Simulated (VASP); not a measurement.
## Ga: single point with PBE

The system is Ga.

```
Ga
1.0
     2.09971    0.00000    0.00000
    -1.04986    1.81841    0.00000
     0.00000    0.00000    2.03011
Ga
1
Direct
  0.00000 0.00000 0.00000
```

```
Program             : VASP 6.6.1
Task                : single point
Functional          : PBE
Potentials or basis : VASP PAW PBE potentials, release 64 (Ga_d)
Cutoff              : 520 eV
k mesh              : 17 × 17 × 15
Occupations         : fermi-dirac, width 0.05 eV
Spin                : no spin polarisation
```

```json
{
  "Pressure": "418.5 GPa"
}
```

Stress tensor (GPa, compression positive):
```
417.56   0.00   0.00
  0.00 417.56   0.00
  0.00   0.00 420.52
```

Levels at points of the mesh, in eV from the Fermi level:
```
           k point  band 2  band 3  band 4  band 5  band 6  band 7  band 8  band 9  band 10  band 11
(0.00, 0.00, 0.00)  -19.65  -18.03  -18.03  -16.29  -16.29   14.70   20.61   21.13    24.53    24.53
```

Run time: 15 s on 1 thread of Intel(R) Xeon(R) Platinum 8488C (Sapphire Rapids) (shared host), peak memory 0.13 GiB.
